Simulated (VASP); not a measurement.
# HC18Cl in VASP: further runs, part 2 of 2

VASP 6.6.1.

### 3 Single point, LDA

Contents of INCAR:

```
PREC = Accurate
ENCUT = 520
EDIFF = 1E-6
ISMEAR = 0
SIGMA = 0.05
LREAL = F
LASPH = T
NELM = 120
ALGO = Normal
ISIF = 2
LWAVE = F
LCHARG = F
GGA = CA
NBANDS = 56
GGA_COMPAT = F
NELMDL = -8
```

Contents of KPOINTS:

```
Automatic mesh
0
Gamma
  2 2 1
```

Contents of POSCAR:

```
HC18Cl
1.0
    7.3980000000      0.0000000000      0.0000000000
   -3.6990000000      6.4068560000      0.0000000000
    0.0000000000      0.0000000000     12.0000000000
C Cl H
18 1 1
Direct
    0.0061813911     -0.0212593309      0.0724705856
    0.2275991906      0.0892550399      0.0724717599
    0.0044692519      0.3125262984      0.0724358368
    0.2292225707      0.4250335858      0.0721827375
    0.0068713476      0.6476985103      0.0725522346
    0.2271494255      0.7578261645      0.0725603593
    0.3378220593     -0.0208091854      0.0725681970
    0.5627425725      0.0916186707      0.0725830015
    0.3397957248      0.3141443514      0.0722380281
    0.5605639286      0.4245268901      0.0725872258
    0.3395452717      0.6454022440      0.0722933968
    0.5610774831      0.7562298395      0.0721917467
    0.6735290568     -0.0189672115      0.0724477039
    0.8937909127      0.0911793746      0.0724719042
    0.6730681709      0.3119063280      0.0726362959
    0.8944645716      0.4227797926      0.0725701714
    0.6714179637      0.6463018186      0.0721412648
    0.8961910163      0.7584312422      0.0724202498
    0.4706776825      0.5035416543      0.3485332670
    0.4978944680      0.4552264428      0.2476439734
```

Potentials or basis: VASP PAW LDA potentials, release 64 (C, Cl, H).

The run is started by

```bash
$ cat potpaw_LDA.64/C/POTCAR potpaw_LDA.64/Cl/POTCAR potpaw_LDA.64/H/POTCAR > POTCAR
$ mpirun -np 1 vasp_std > vasp.out
```

OUTCAR:

```text
PREC = Accurate
   ENCUT = 520
   EDIFF = 1E-6
   ISMEAR = 0
   LREAL = F
   LASPH = T
   NELM = 120
   ISIF = 2
   GGA = CA
   NELMDL = -8

 ion  position               nearest neighbor table
   1  0.006  0.979  0.072-  18 1.41   2 1.42  14 1.44
   2  0.228  0.089  0.072-   7 1.41   1 1.42   9 1.44
   3  0.004  0.313  0.072-  16 1.41  14 1.42   4 1.44
   4  0.229  0.425  0.072-  11 1.41   9 1.42   3 1.44
   5  0.007  0.648  0.073-   6 1.41  18 1.42  16 1.44
   6  0.227  0.758  0.073-   5 1.41   7 1.42  11 1.44
[... 10 lines left out ...]
  17  0.671  0.646  0.072-  12 1.41  10 1.42  18 1.44
  18  0.896  0.758  0.072-   1 1.41   5 1.42  17 1.44
[... 437 lines left out ...]
  Total       -8.9267287     -8.9001336     -0.2620586      0.0586259     -0.0258863      0.0280105
  in kB      -25.1456221    -25.0707065     -0.7381904      0.1651429     -0.0729189      0.0789024
  external PRESSURE =     -16.9848397 kB  Pullay stress =       0.0000000 kB

 VOLUME and BASIS-vectors are now :
 -----------------------------------------------------------------------------
  energy-cutoff  :      520.00
  volume of cell :      568.78
      direct lattice vectors                 reciprocal lattice vectors
     7.398000000  0.000000000  0.000000000     0.135171668  0.078041398  0.000000000
    -3.699000000  6.406856000  0.000000000     0.000000000  0.156082796  0.000000000
     0.000000000  0.000000000 12.000000000     0.000000000  0.000000000  0.083333333

 POSITION                                       TOTAL-FORCE (eV/Angst)
 -----------------------------------------------------------------------------------
     -3.57463      6.27065      0.86965        -0.001727      0.004360      0.000335
      1.35362      0.57184      0.86966        -0.003918      0.002639      0.000212
     -1.12297      2.00231      0.86923         0.005937     -0.001253      0.000061
      0.12359      2.72313      0.86619        -0.003149     -0.005204     -0.000519
     -2.34500      4.14971      0.87063        -0.002169     -0.003034      0.000124
     -1.12275      4.85528      0.87072         0.002839      0.003251     -0.000170
[... 12 lines left out ...]
      1.61947      3.22612      4.18240         0.025103     -0.020661     -0.083617
      1.99954      2.91657      2.97173        -0.025919      0.019870      0.083781
 -----------------------------------------------------------------------------------
    total drift:                                0.000073     -0.000005     -0.000744

  FREE ENERGIE OF THE ION-ELECTRON SYSTEM (eV)
  ---------------------------------------------------
  free  energy   TOTEN  =      -187.5404165779 eV

  energy  without entropy=     -187.5401149799  energy(sigma->0) =     -187.54026578
```

OSZICAR:

```text
N       E                     dE             d eps       ncg     rms          rms(c)
DAV:   1     0.638440827966E+03    0.63844E+03   -0.32336E+04   448   0.114E+03
DAV:   2    -0.100700973741E+03   -0.73914E+03   -0.70597E+03   648   0.274E+02
DAV:   3    -0.197409818054E+03   -0.96709E+02   -0.96133E+02   536   0.104E+02
[... 18 lines left out ...]
DAV:  22    -0.187540399525E+03   -0.23115E-04   -0.14772E-06   424   0.303E-03    0.884E-04
DAV:  23    -0.187540410878E+03   -0.11354E-04   -0.85212E-07   344   0.217E-03    0.444E-04
DAV:  24    -0.187540415077E+03   -0.41985E-05   -0.36448E-07   336   0.127E-03    0.274E-04
DAV:  25    -0.187540416294E+03   -0.12171E-05   -0.14490E-07   336   0.805E-04    0.270E-04
DAV:  26    -0.187540416578E+03   -0.28415E-06   -0.33870E-08   336   0.465E-04
   1 F= -.18754042E+03 E0= -.18754027E+03  d E =-.301598E-03
```

It took 2.1 min on 1 thread of Intel Xeon 6975P-C (Granite Rapids), shared host; peak memory 0.49 GiB.

Results:

* Free energy: -187.5404 eV
* Largest force: 0.090 eV/Å
* Band gap on the k mesh: 0.20 eV, direct

Forces in eV/Å, atoms in the order of the input:
```
C   -0.002  0.004  0.000
C   -0.004  0.003  0.000
C    0.006 -0.001  0.000
C   -0.003 -0.005 -0.001
C   -0.002 -0.003  0.000
C    0.003  0.003  0.000
C    0.007 -0.002  0.000
C   -0.001 -0.005  0.000
C   -0.001 -0.001  0.000
C    0.005  0.003 -0.001
C   -0.003  0.003  0.000
C   -0.001  0.006  0.000
C   -0.003 -0.003  0.000
C    0.004  0.001  0.000
C   -0.004  0.004  0.000
C   -0.002  0.004  0.000
C    0.006 -0.005  0.000
C   -0.004 -0.005  0.000
Cl   0.025 -0.021 -0.084
H   -0.026  0.020  0.084
```

Caveat: the k points lie up to 0.49 Å⁻¹ apart.

### 4 Single point, LDA

Contents of INCAR:

```
SYSTEM = HC18Cl
PREC     = Accurate       ! precision mode
ENCUT    = 520            ! plane-wave cutoff, eV
EDIFF    = 1E-6           ! SCF threshold, eV
ISMEAR   = 0              ! smearing method
SIGMA    = 0.05           ! smearing width, eV
LREAL    = .FALSE.        ! projectors in reciprocal space
LASPH    = .TRUE.         ! aspherical terms in the spheres
NELM     = 120            ! most SCF steps
ALGO     = Normal         ! electronic algorithm
ISIF     = 2              ! what is computed and relaxed
LWAVE    = .FALSE.        ! write WAVECAR
LCHARG   = .FALSE.        ! write CHGCAR
NBANDS   = 56             ! bands
GGA_COMPAT= .FALSE.      
NELMDL   = -8
```

Contents of KPOINTS:

```
regular mesh
0
G
  2 2 1
  0 0 0
```

Contents of POSCAR:

```
HC18Cl
1.0
    7.3980000000      0.0000000000      0.0000000000
   -3.6990000000      6.4068560000      0.0000000000
    0.0000000000      0.0000000000     12.0000000000
C Cl H
18 1 1
Direct
   -0.0109245032     -0.0254967491      0.0841200833
    0.2115184777      0.0856963228      0.0841984167
   -0.0095157241      0.3068225663      0.0840452500
    0.2101502545      0.4167811794      0.0841405000
   -0.0118072846      0.6388339304      0.0838890000
    0.2125484591      0.7510260883      0.0841375833
    0.3237498894     -0.0265356362      0.0842001667
    0.5434110554      0.0831321946      0.0841830833
    0.3211777542      0.3053633483      0.0841837500
    0.5457666773      0.4178169448      0.0840455833
    0.3224117619      0.6411968679      0.0841342500
    0.5448729810      0.7524331747      0.0840300833
    0.6548386681     -0.0278930883      0.0841356667
    0.8792487651      0.0843658731      0.0841273333
    0.6558782746      0.3077059950      0.0840248333
    0.8785654604      0.4191566035      0.0837860000
    0.6572174969      0.6405296139      0.0837425833
    0.8768892969      0.7501473422      0.0838640000
    0.7199295313      0.4859539531      0.3599744167
    0.6505107098      0.4190838689      0.2595366667
```

The run is started by

```bash
$ cat potpaw_LDA.64/C/POTCAR potpaw_LDA.64/Cl/POTCAR potpaw_LDA.64/H/POTCAR > POTCAR
$ mpirun -np 1 vasp_std > vasp.out
```

It took 2.1 min on 1 thread of Intel Xeon 6975P-C (Granite Rapids), shared host; peak memory 0.49 GiB.

Results (log left out):

```
Free energy            : -187.5404 eV
Largest force          : 0.103 eV/Å
Band gap on the k mesh : 0.19 eV, direct
```

Forces on the atoms (eV/Å):
```
C    0.008  0.001  0.000
C   -0.005 -0.006  0.000
C   -0.004 -0.008  0.000
C    0.009 -0.001  0.000
C   -0.006  0.005  0.000
C   -0.004  0.007  0.000
C   -0.004 -0.008  0.000
C    0.011  0.001  0.000
C   -0.005  0.006  0.000
C   -0.001  0.009  0.001
C    0.006 -0.001  0.000
C   -0.003 -0.005  0.000
C   -0.004  0.009  0.000
C   -0.006  0.006  0.000
C    0.010  0.002 -0.001
C   -0.008 -0.006  0.000
C    0.001 -0.007  0.000
C    0.006 -0.004  0.000
Cl  -0.020 -0.034 -0.095
H    0.021  0.033  0.094
```

Levels at points of the mesh, in eV from the valence-band top:
```tsv
k point	band 37	band 38	band 39	band 40	band 41	band 42	band 43	band 44
(0.00, 0.00, 0.00)	-2.85	-2.85	-0.06	0.00	0.19	0.22	3.49	4.60
(0.50, 0.00, 0.00)	-2.52	-2.52	-2.48	-2.25	1.72	2.49	2.56	2.61
(0.00, 0.50, 0.00)	-2.52	-2.52	-2.48	-2.25	1.72	2.49	2.56	2.61
(0.50, 0.50, 0.00)	-2.56	-2.51	-2.49	-2.23	1.69	2.52	2.53	2.61
```

Caveat: the k points lie up to 0.49 Å⁻¹ apart.
